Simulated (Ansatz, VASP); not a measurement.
Given: the input of a run of Ansatz 0.2.0 on HgTe.

The input input.yaml:

```yaml
crystal:
  lattice:
    - [0.0, 3.2145, 3.2145]
    - [3.2145, 0.0, 3.2145]
    - [3.2145, 3.2145, 0.0]
  atoms:
    - { symbol: Hg, position: [0.0, 0.0, 0.0] }
    - { symbol: Te, position: [0.75, 0.75, 0.75] }
kpoints:
  mp_grid: { grid: [7, 7, 7] }
scf:
  occupations: { method: gaussian, width: 0.011 }
hamiltonian:
  xc: pbe
  pseudopotentials: { kind: all_electron, lapw: { basis_error: 0.001 } }
output:
  forces: true
  stress: true
  eigenvalues: true
```

Potentials or basis: all-electron LAPW, scalar-relativistic.

The run is started by

```sh
$ ansatz run input.yaml --threads 1 --pin off --max-ram 3072MiB --backend cpu --events-out ev --progress --plain --runs-dir out
```

Task: Translate it to VASP 6.6.1. Potentials there: VASP PAW PBE potentials, release 64 (Hg, Te).

Result: As run (the cutoff follows the program's own potentials):

Contents of INCAR:

```
ALGO = Normal
EDIFF = 1E-7
ENCUT = 520
GGA = PE
ISIF = 2
ISMEAR = 0
LASPH = T
LCHARG = T
LELF = T
LREAL = F
LVHAR = T
LWAVE = F
NBANDS = 16
NELM = 100
PREC = Accurate
SIGMA = 0.011
```

The input KPOINTS:

```
k-points
0
Gamma
  7 7 7
```

File POSCAR:

```
HgTe
1.0
    0.0000000000      3.2145000000      3.2145000000
    3.2145000000      0.0000000000      3.2145000000
    3.2145000000      3.2145000000      0.0000000000
Hg Te
1 1
Direct
    0.0000000000      0.0000000000      0.0000000000
    0.7500000000      0.7500000000      0.7500000000
```

Potentials or basis: VASP PAW PBE potentials, release 64 (Hg, Te).

Command:

```console
$ cat potpaw_PBE.64/Hg/POTCAR potpaw_PBE.64/Te/POTCAR > POTCAR
$ mpirun -np 1 vasp_std > vasp.out
```

Both were run:

|  | VASP | Ansatz | Ansatz less VASP |
| --- | --- | --- | --- |
| gap on the k mesh at the Fermi level (eV) | none | none | - |
| pressure (GPa) | 4.6 | 4.6 | -0.08 |

A gap of «none» marks a metal or a gap that the smearing closes. Ansatz ran all-electron here, and VASP with PAW potentials.

Neither program's run includes spin-orbit coupling.
